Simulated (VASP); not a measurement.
TiC:

```
Ti C
1.0
     0.00000    2.16572    2.16572
     2.16572    0.00000    2.16572
     2.16572    2.16572    0.00000
Ti C
1 1
Direct
  0.00000 0.00000 0.00000
  0.50000 0.50000 0.50000
```

- Program: VASP 6.6.1
- Task: relaxation of cell and atoms
- Functional: BLYP
- Dispersion: D3(BJ)
- Potentials or basis: VASP PAW PBE potentials, release 64 (Ti_sv, C)
- Cutoff: 600 eV
- k mesh: 11 × 11 × 11
- Occupations: fermi-dirac, width 0.05 eV
- Spin: no spin polarisation

At the start: pressure -7.8 GPa; volume 10.16 Å³/atom.

Q: How do energy, volume and symmetry change on relaxing?

A: Over 3 steps the energy falls by 7.9 meV/atom and the volume is 9.84 Å³/atom (-3.1 %); space group Fm-3m (No. 225, to 0.05 Å).

Step by step:
```csv
step,energy change (eV),largest force (eV/Å),pressure (GPa),volume (Å³)
1,0.0000,0.0000,-7.80,20.32
2,0.0114,0.0000,11.52,18.90
3,-0.0159,0.0000,-0.08,19.69
```

Final structure:
```
CELL_PARAMETERS angstrom
0.00000 2.14314 2.14314
2.14314 0.00000 2.14314
2.14314 2.14314 0.00000
ATOMIC_POSITIONS crystal
Ti 0.00000 0.00000 0.00000
C 0.50000 0.50000 0.50000
```

Caveat: the PAW data sets were made with another functional, which shifts forces and pressure a little; pairwise dispersion overbinds metals, which lowers pressure and volume.
